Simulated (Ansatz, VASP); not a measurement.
One calculation of Zn, two programs

POSCAR

```
Zn
1.0
    2.6187264646      0.0000000000      0.0000000000
   -1.3093632323      2.2678836439      0.0000000000
    0.0000000000      0.0000000000      4.8388970683
Zn
2
Direct
    0.3333333333      0.6666666667      0.2500000000
    0.6666666667      0.3333333333      0.7500000000
```

INCAR.step1

```
SYSTEM = Zn
  ALGO = Normal
  EDIFF = 1E-4
  ENCUT = 520
  GGA = PE
  ISMEAR = 1
  LASPH = .TRUE.
  LCHARG = .FALSE.
  LREAL = .FALSE.
  LWAVE = .TRUE.
  NBANDS = 19
  NELM = 60
  PREC = Accurate
  SIGMA = 0.1
```

File INCAR.step2:

```
SYSTEM = Zn
  ALGO = Normal
  EDIFF = 1E-6
  ENCUT = 520
  ISIF = 2
  ISMEAR = 1
  ISTART = 1
  LASPH = .TRUE.
  LCHARG = .FALSE.
  LMIXTAU = .TRUE.
  LREAL = .FALSE.
  LWAVE = .FALSE.
  METAGGA = R2SCAN
  NBANDS = 19
  NELM = 60
  PREC = Accurate
  SIGMA = 0.1
```

KPOINTS

```
k-points
0
G
  14 14 7
  0 0 0
```

Input for Ansatz:

```yaml
crystal:
  lattice:
    - [2.6187264646, 0.0, 0.0]
    - [-1.3093632323, 2.2678836439, 0.0]
    - [0.0, 0.0, 4.8388970683]
  atoms:
    - { symbol: Zn, position: [0.3333333333, 0.6666666667, 0.25] }
    - { symbol: Zn, position: [0.6666666667, 0.3333333333, 0.75] }
hamiltonian:
  xc: r2scan
  pseudopotentials:
    kind: paw
    azcp:
      Zn: "pseudopotentials/Zn.paw.azcp"
basis:
  ecutwfc: 500
  fft_grid_basis: typed
kpoints:
  mp_grid: { grid: [14, 14, 7], shift: [0, 0, 0] }
magnetization:
  spin_polarized: false
scf:
  occupations: { method: cold, width: 0.1 }
  lower_state_search: "off"
output:
  stress: true
```

Alike in both runs: task single point; functional r2SCAN; k mesh 14 × 14 × 7; no spin polarisation.

|  | VASP | Ansatz |
| --- | --- | --- |
| version | VASP 6.6.1 | Ansatz 0.2.0 |
| potentials or method | VASP PAW PBE potentials, release 64 (Zn), cutoff 520 eV | plane waves (500 eV) with PAW, scalar-relativistic |
| occupations | methfessel-paxton of order 1, width 0.1 eV | cold, width 0.1 eV |
| valence electrons in the cell | 24 | 24 |

```tsv
	VASP	Ansatz	Ansatz less VASP
pressure (GPa)	0.5	0.0	-0.48
traceless stress, the component that is largest in VASP (GPa)	-1.79	-1.56	+0.232
```

VASP's potentials were made for PBE, not for r2SCAN.
